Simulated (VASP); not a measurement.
# FeCo (Pm-3m) in VASP: single point with PBE

Aim: the single point of FeCo with PBE.

All numbers are computed with VASP 6.6.1; they aren't measurements. Logs are shortened: lines on timing, memory, paths and dates and some standing lists are left out, and cuts for length are marked.

### 1 The cell of the first run

Symmetry: Pm-3m, No. 221, cubic system. Conventional cell: a = 2.889 Å, b = 2.889 Å, c = 2.889 Å, α = 90.00°, β = 90.00°, γ = 90.00°. Co (site symmetry m-3m) has 8 Fe at 2.50 Å and 6 Co at 2.89 Å within 3.3 Å. Within 3.3 Å of Fe (site symmetry m-3m) lie 8 Co at 2.50 Å and 6 Fe at 2.89 Å.

### 2 Single point, PBE, collinear spin, ferrimagnetic start

Contents of POSCAR:

```
FeCo
1.0
   -2.8887510800      0.0000000000     -2.8887510800
    0.0000000000     -2.8887510800      0.0000000000
   -2.8887510800      0.0000000000      2.8887510800
Co Fe
2 2
Direct
    0.0000000000      0.0000000000      0.0000000000
    0.5000000000      0.0000000000      0.5000000000
    0.0000000000      0.5000000000      0.5000000000
    0.5000000000      0.5000000000      0.0000000000
```

Contents of INCAR.step1:

```
SYSTEM = FeCo
PREC = Accurate
ENCUT = 520
EDIFF = 1E-6
ISMEAR = -1
SIGMA = 0.1
LREAL = .FALSE.
LASPH = .TRUE.
NELM = 200
ALGO = Normal
ISIF = 2
LWAVE = .FALSE.
LCHARG = .TRUE.
ISPIN = 2
MAGMOM = 3 3 -4 -4
LMAXMIX = 4
GGA = PE
NBANDS = 29
GGA_COMPAT = .FALSE.
NEDOS = 2001
LORBIT = 11
```

Contents of KPOINTS.step1:

```
regular mesh
0
G
  6 8 6
  0 0 0
```

Contents of INCAR.step2:

```
SYSTEM = FeCo
PREC = Accurate
ENCUT = 520
EDIFF = 1E-6
ISMEAR = -5
SIGMA = 0.1
LREAL = .FALSE.
LASPH = .TRUE.
NELM = 200
ALGO = Normal
ISIF = 2
LWAVE = .FALSE.
LCHARG = .FALSE.
ISPIN = 2
MAGMOM = 3 3 -4 -4
LORBIT = 11
LMAXMIX = 4
GGA = PE
NEDOS = 2001
ICHARG = 11
GGA_COMPAT = .FALSE.
```

Contents of KPOINTS.step2:

```
regular mesh
0
G
  9 12 9
  0 0 0
```

Potentials or basis: VASP PAW PBE potentials, release 64 (Co, Fe).

Run with:

```bash
$ cat potpaw_PBE.64/Co/POTCAR potpaw_PBE.64/Fe/POTCAR > POTCAR
$ cp INCAR.step1 INCAR
$ cp KPOINTS.step1 KPOINTS
$ mpirun -np 1 vasp_std > vasp.out
$ cp INCAR.step2 INCAR
$ cp KPOINTS.step2 KPOINTS
$ mpirun -np 1 vasp_std > vasp.out
```

OUTCAR:

```text
SYSTEM = FeCo
   PREC = Accurate
   ENCUT = 520
   EDIFF = 1E-6
   ISMEAR = -5
   LREAL = .FALSE.
   LASPH = .TRUE.
   NELM = 200
   ISIF = 2
   ISPIN = 2
   LORBIT = 11
   GGA = PE
   ICHARG = 11

 ion  position               nearest neighbor table
   1  0.000  0.000  0.000-   3 2.50   4 2.50   3 2.50   3 2.50   4 2.50   3 2.50   4 2.50   4 2.50
                             2 2.89   2 2.89   2 2.89   2 2.89
   2  0.500  0.000  0.500-   3 2.50   4 2.50   4 2.50   3 2.50   4 2.50   4 2.50   3 2.50   3 2.50
                             1 2.89   1 2.89   1 2.89   1 2.89
   3  0.000  0.500  0.500-   1 2.50   2 2.50   1 2.50   1 2.50   2 2.50   1 2.50   2 2.50   2 2.50
                             4 2.89   4 2.89   4 2.89   4 2.89
   4  0.500  0.500  0.000-   1 2.50   2 2.50   2 2.50   1 2.50   2 2.50   2 2.50   1 2.50   1 2.50
                             3 2.89   3 2.89   3 2.89   3 2.89

  LATTYP: Found a simple tetragonal cell.
 ALAT       =     4.0853109557
 C/A-ratio  =     0.7071067812

  Lattice vectors:

 A1 = (   2.8887510800,   0.0000000000,   2.8887510800)
 A2 = (  -2.8887510800,   0.0000000000,   2.8887510800)
 A3 = (   0.0000000000,  -2.8887510800,   0.0000000000)

Analysis of symmetry for initial positions (statically):
=====================================================================
 Subroutine PRICEL returns following result:

  LATTYP: Found a simple cubic cell.
 ALAT       =     2.8887510800

  Lattice vectors:

 A1 = (   0.0000000000,   0.0000000000,  -2.8887510800)
 A2 = (   0.0000000000,  -2.8887510800,   0.0000000000)
 A3 = (  -2.8887510800,   0.0000000000,   0.0000000000)

   2 primitive cells build up your supercell.

 Routine SETGRP: Setting up the symmetry group for a
 simple tetragonal supercell.

 Subroutine GETGRP returns: Found 16 space group operations
 (whereof 16 operations were pure point group operations)
 out of a pool of 16 trial point group operations.

The static configuration has the point symmetry D_4h.

Analysis of symmetry for dynamics (positions and initial velocities):
=====================================================================
 Subroutine PRICEL returns following result:

  LATTYP: Found a simple cubic cell.
 ALAT       =     2.8887510800

  Lattice vectors:

 A1 = (   0.0000000000,   0.0000000000,  -2.8887510800)
 A2 = (   0.0000000000,  -2.8887510800,   0.0000000000)
 A3 = (  -2.8887510800,   0.0000000000,   0.0000000000)

   2 primitive cells build up your supercell.

 Routine SETGRP: Setting up the symmetry group for a
 simple tetragonal supercell.

 Subroutine GETGRP returns: Found 16 space group operations
 (whereof 16 operations were pure point group operations)
 out of a pool of 16 trial point group operations.

The dynamic configuration has the point symmetry D_4h.

Analysis of structural, dynamic, and magnetic symmetry:
=====================================================================
 Subroutine PRICEL returns following result:

  LATTYP: Found a simple cubic cell.
 ALAT       =     2.8887510800

  Lattice vectors:

 A1 = (   0.0000000000,   0.0000000000,  -2.8887510800)
 A2 = (   0.0000000000,  -2.8887510800,   0.0000000000)
 A3 = (  -2.8887510800,   0.0000000000,   0.0000000000)

   2 primitive cells build up your supercell.

 Routine SETGRP: Setting up the symmetry group for a
 simple tetragonal supercell.

 Subroutine GETGRP returns: Found 16 space group operations
 (whereof 16 operations were pure point group operations)
 out of a pool of 16 trial point group operations.

The overall configuration has the point symmetry D_4h.

 Subroutine INISYM returns: Found 16 space group operations
 (whereof 16 operations are pure point group operations),
 and found     2 'primitive' translations

----------------------------------------------------------------------------------------

                                     Primitive cell

  volume of cell :      24.1063

  direct lattice vectors                    reciprocal lattice vectors
     0.000000000  0.000000000 -2.888751080     0.000000000  0.000000000 -0.346170360
     0.000000000 -2.888751080  0.000000000     0.000000000 -0.346170360  0.000000000
    -2.888751080  0.000000000  0.000000000    -0.346170360  0.000000000  0.000000000

  length of vectors
     2.888751080  2.888751080  2.888751080     0.346170360  0.346170360  0.346170360

  position of ions in fractional coordinates (direct lattice)
     0.000000000  0.000000000  0.000000000
     0.500000000  0.500000000  0.500000000

  ion indices of the primitive-cell ions
   primitive index   ion index
                 1           1
                 2           3

----------------------------------------------------------------------------------------

 KPOINTS: regular mesh

Automatic generation of k-mesh.
 Grid dimensions read from file:
 generate k-points for:    9   12    9

 Generating k-lattice:

  Cartesian coordinates                     Fractional coordinates (reciprocal lattice)
    -0.019231687  0.000000000 -0.019231687     0.111111111  0.000000000  0.000000000
     0.000000000 -0.028847530  0.000000000     0.000000000  0.083333333  0.000000000
    -0.019231687  0.000000000  0.019231687     0.000000000  0.000000000  0.111111111

  Length of vectors
     0.027197712  0.028847530  0.027197712

  Shift w.r.t. Gamma in fractional coordinates (k-lattice)
     0.000000000  0.000000000  0.000000000

 TETIRR: Found   1446 inequivalent tetrahedra from     5832

 Subroutine IBZKPT returns following result:
 ===========================================

 Found    105 irreducible k-points:

 Following reciprocal coordinates:
            Coordinates               Weight
  0.000000  0.000000  0.000000      1.000000
  0.111111  0.000000  0.000000      4.000000
  0.222222  0.000000  0.000000      4.000000
  0.333333  0.000000  0.000000      4.000000
  0.444444  0.000000  0.000000      4.000000
  0.000000  0.083333  0.000000      2.000000
[... 16 lines left out ...]
  0.222222  0.333333  0.000000      8.000000
  0.333333  0.333333  0.000000      8.000000
 [... further k-points ...]
   k-points           NKPTS =    105   k-points in BZ     NKDIM =    105   number of bands    NBANDS=     22
   number of dos      NEDOS =   2001   number of ions     NIONS =      4
   total plane-waves  NPLWV =  21600
   dimension x,y,z NGX =    30 NGY =   24 NGZ =   30
   dimension x,y,z NGXF=    60 NGYF=   48 NGZF=   60
   ions per type =               2   2
   NGX,Y,Z   is equivalent  to a cutoff of  12.21, 13.81, 12.21 a.u.
   NGXF,Y,Z  is equivalent  to a cutoff of  24.42, 27.62, 24.42 a.u.
 SYSTEM =  FeCo
   PREC   = accura    normal or accurate (medium, high low for compatibility)
   ISTART =      0    job   : 0-new  1-cont  2-samecut
   ICHARG =     11    charge: 1-file 2-atom 10-const
   ISPIN  =      2    spin polarized calculation?
   LNONCOLLINEAR =      F non collinear calculations
   LSORBIT =      F    spin-orbit coupling
   LASPH  =      T    aspherical Exc in radial PAW
   ENCUT  =  520.0 eV  38.22 Ry    6.18 a.u.   7.60  5.37  7.60*2*pi/ulx,y,z
   NELM   =    200;   NELMIN=  2; NELMDL=  0     # of ELM steps
   EDIFF  = 0.1E-05   stopping-criterion for ELM
   LREAL  =      F    real-space projection
[... 7 lines left out ...]
   TEBEG  =    0.0;   TEEND  =   0.0 temperature during run
   PSTRESS=    0.0 pullay stress
   NELECT =      34.0000    total number of electrons
   NUPDOWN=      -1.0000    fix difference up-down
   EMIN   =  10.00;   EMAX   =-10.00  energy-range for DOS
   EFERMI =   0.00;   METHOD = LEGACY
   ISMEAR =    -5;   SIGMA  =   0.10  broadening in eV -4-tet -1-fermi 0-gaus
   EFERMI_NEDOS =   21; number of points for ismear=-14 and -15
   IALGO  =     38    algorithm
   IMIX   =      4    mixing-type and parameters
     AMIX     =   0.40;   BMIX     =  1.00
     AMIX_MAG =   1.60;   BMIX_MAG =  1.00
  volume/ion in A,a.u.               =      12.05        81.34
  Fermi-wavevector in a.u.,A,eV,Ry     =   1.457184  2.753678 28.890404  2.123385
  Thomas-Fermi vector in A             =   2.574015
   LORBIT       =     11    0 simple, 1 ext, 2 COOP (PROOUT), +10 PAW based schemes
   GGA     = PE    functional components
   LHFCALC =     F    Hartree Fock is set to
   AEXX    =    0.0000 exact exchange contribution
   IVDW    =     0    specifies the selected vdW correction
   LEPSILON=     F    determine dielectric tensor
   LRPA    =     F    only Hartree local field effects (RPA)
 spin polarized calculation
 Fermi weights with tetrahedron method with Bloechl corrections
  energy-cutoff  :      520.00
  volume of cell :       48.21
 maximum number of plane-waves:      1315

 number of electron      34.0000002 magnetization      -9.1782040

 Free energy of the ion-electron system (eV)
  ---------------------------------------------------
  ext. energy  EPLUGINS =         0.00000000
  ---------------------------------------------------
  free energy    TOTEN  =       -30.71336804 eV

  energy without entropy =      -30.71336804  energy(sigma->0) =      -30.71336804

 E-fermi :   7.6417     XC(G=0): -12.7890

 val. band max:        7.6554279086   @ k =   0.4444   0.5000   0.3333
 cond. band min:       7.5057906124   @ k =   0.3333   0.5000   0.1111
 fundamental gap:     -0.1496372962
 Fermi energy:         7.6416696980

 spin component 1

 k-point     1 :       0.0000    0.0000    0.0000
  band No.  band energies     occupation
      1      -1.0454      1.00000
      2       3.6423      1.00000
      3       3.6435      1.00000
      4       4.3172      1.00000
      5       4.3207      1.00000
      6       5.4173      1.00000
[... 14 lines left out ...]
     21       8.9864      0.00000
     22       9.1891      0.00000

 k-point     2 :       0.1111    0.0000    0.0000
  band No.  band energies     occupation
      1      -0.9238      1.00000
      2       3.5513      1.00000
      3       3.7290      1.00000
      4       4.3594      1.00000
      5       4.3718      1.00000
      6       5.4472      1.00000
[... 14 lines left out ...]
     21       9.0960      0.00000
     22       9.1823      0.00000
[... 523 lines left out ...]
     21       8.8399      0.00000
     22      11.1395      0.00000

 k-point    24 :       0.3333    0.3333    0.0000
  band No.  band energies     occupation
      1       1.8944      1.00000
      2       4.0267      1.00000
      3       4.7982      1.00000
      4       4.9934      1.00000
      5       5.2634      1.00000
      6       5.2863      1.00000
[... 14 lines left out ...]
     21       8.7362      0.00000
     22      10.2346      0.00000

 [... further k-points ...]

 spin component 2

 k-point     1 :       0.0000    0.0000    0.0000
  band No.  band energies     occupation
      1      -1.1932      1.00000
      2       2.1773      1.00000
      3       2.3666      1.00000
      4       2.3727      1.00000
      5       2.3737      1.00000
      6       3.6114      1.00000
[... 14 lines left out ...]
     21       6.7859      1.00000
     22       7.4335      0.82554

 k-point     2 :       0.1111    0.0000    0.0000
  band No.  band energies     occupation
      1      -1.0720      1.00000
      2       2.2039      1.00000
      3       2.3995      1.00000
      4       2.4195      1.00000
      5       2.4222      1.00000
      6       3.6371      1.00000
[... 14 lines left out ...]
     21       6.7791      1.00000
     22       6.9153      1.12064
[... 523 lines left out ...]
     21       6.3160      1.00000
     22       9.5781      0.00000

 k-point    24 :       0.3333    0.3333    0.0000
  band No.  band energies     occupation
      1       1.6037      1.00000
      2       3.2103      1.00000
      3       3.2576      1.00000
      4       3.3185      1.00000
      5       3.5095      1.00000
      6       3.6110      1.00000
[... 14 lines left out ...]
     21       6.2965      1.00000
     22       8.4226     -0.04269

 [... further k-points ...]
[... 5 lines left out ...]
  --------------------------------------------------------------------------------------
  -------------------------------------------------------------------------------------
  Total       -2.0995873     -1.8289812     -2.0995873      0.0000000     -0.0000000      0.0000000
  in kB      -69.7724816    -60.7798275    -69.7724816      0.0000000     -0.0000000      0.0000000
  external PRESSURE =     -66.7749302 kB  Pullay stress =       0.0000000 kB

 VOLUME and BASIS-vectors are now :
 -----------------------------------------------------------------------------
  energy-cutoff  :      520.00
  volume of cell :       48.21
      direct lattice vectors                 reciprocal lattice vectors
    -2.888751080  0.000000000 -2.888751080    -0.173085180  0.000000000 -0.173085180
     0.000000000 -2.888751080  0.000000000     0.000000000 -0.346170360  0.000000000
    -2.888751080  0.000000000  2.888751080    -0.173085180  0.000000000  0.173085180

 POSITION                                       TOTAL-FORCE (eV/Angst)
 -----------------------------------------------------------------------------------
      0.00000      0.00000      0.00000         0.000000      0.000000     -0.000000
     -2.88875      0.00000      0.00000         0.000000      0.000000      0.000000
     -1.44438     -1.44438      1.44438        -0.000000     -0.000000      0.000000
     -1.44438     -1.44438     -1.44438         0.000000      0.000000     -0.000000
 -----------------------------------------------------------------------------------
    total drift:                                0.000000     -0.000000     -0.000000

  FREE ENERGIE OF THE ION-ELECTRON SYSTEM (eV)
  ---------------------------------------------------
  free  energy   TOTEN  =       -30.7133680359 eV

  energy  without entropy=      -30.7133680359  energy(sigma->0) =      -30.71336804

 total charge

# of ion       s       p       d       tot
------------------------------------------
    1        0.465   0.470   7.224   8.159
    2        0.465   0.470   7.224   8.159
    3        0.451   0.489   6.121   7.061
    4        0.451   0.489   6.121   7.061
--------------------------------------------------
tot          1.831   1.918  26.691  30.440

 magnetization (x)

# of ion       s       p       d       tot
------------------------------------------
    1        0.011   0.058  -1.833  -1.764
    2        0.011   0.058  -1.833  -1.764
    3        0.003   0.044  -2.836  -2.789
    4        0.003   0.044  -2.836  -2.789
--------------------------------------------------
tot          0.028   0.204  -9.338  -9.105
```

Run time: 21 min. Hardware: 1 thread of Intel Xeon Platinum 8488C (Sapphire Rapids), shared host; peak memory 0.29 GiB.

Results:

```
Net moment                                            : -9.18 μB per cell
Site moments                                          : Co -1.76; Fe -2.79 μB
Valence electrons inside the program's atomic spheres : Co 8.16; Fe 7.06
```

Caveat: the highest band is partly filled, so the run has too few bands.
